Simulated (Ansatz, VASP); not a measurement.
**One calculation of SiC, two programs**

The input INCAR:

```
  PREC = Accurate
  ENCUT = 600
  EDIFF = 1E-6
  ISMEAR = 0
  SIGMA = 0.01
  LREAL = F
  LASPH = T
  NELM = 120
  ALGO = Normal
  ISIF = 2
  LWAVE = F
  LCHARG = F
  GGA = PS
  NBANDS = 11
  GGA_COMPAT = F
```

Contents of KPOINTS:

```
Automatic mesh
0
Gamma
  10 10 10
```

Contents of POSCAR:

```
SiC
1.0
    0.0000000000      2.1202436412      2.1202436412
    2.1202436412      0.0000000000      2.1202436412
    2.1202436412      2.1202436412      0.0000000000
Si C
1 1
Direct
    0.0000000000      0.0000000000      0.0000000000
    0.2500000000      0.2500000000      0.2500000000
```

Input for Ansatz:

```yaml
crystal:
  lattice:
    - [0.0, 2.1202436412, 2.1202436412]
    - [2.1202436412, 0.0, 2.1202436412]
    - [2.1202436412, 2.1202436412, 0.0]
  atoms:
    - { symbol: Si, position: [0.0, 0.0, 0.0] }
    - { symbol: C, position: [0.25, 0.25, 0.25] }
scf:
  occupations: { method: fixed }
output:
  forces: true
  stress: true
  eigenvalues: true
  write_density: true
  write_potential: true
  elf: true
  volumetric_format: npy
hamiltonian:
  xc: pbesol
basis:
  ecutwfc: 560
kpoints:
  mp_grid: { grid: [10, 10, 10] }
```

Alike in both runs: task single point; functional PBEsol; k mesh 10 × 10 × 10; no spin polarisation.

|  | VASP | Ansatz |
| --- | --- | --- |
| version | VASP 6.6.1 | Ansatz 0.2.0 |
| potentials or method | VASP PAW PBE potentials, release 64 (Si, C), cutoff 600 eV | scalar-relativistic, plane waves, PAW |
| occupations | gaussian, width 0.01 eV | fixed |
| valence electrons in the cell | 8 | 8 |

|  | VASP | Ansatz | Ansatz less VASP |
| --- | --- | --- | --- |
| gap on the k mesh at the Fermi level (eV) | 1.16 | 1.17 | +0.011 |
| least direct gap on the mesh (eV) | 4.52 | 4.53 | +0.011 |
| pressure (GPa) | 21.3 | 21.0 | -0.28 |

VASP's potentials were made for PBE, not for PBEsol.
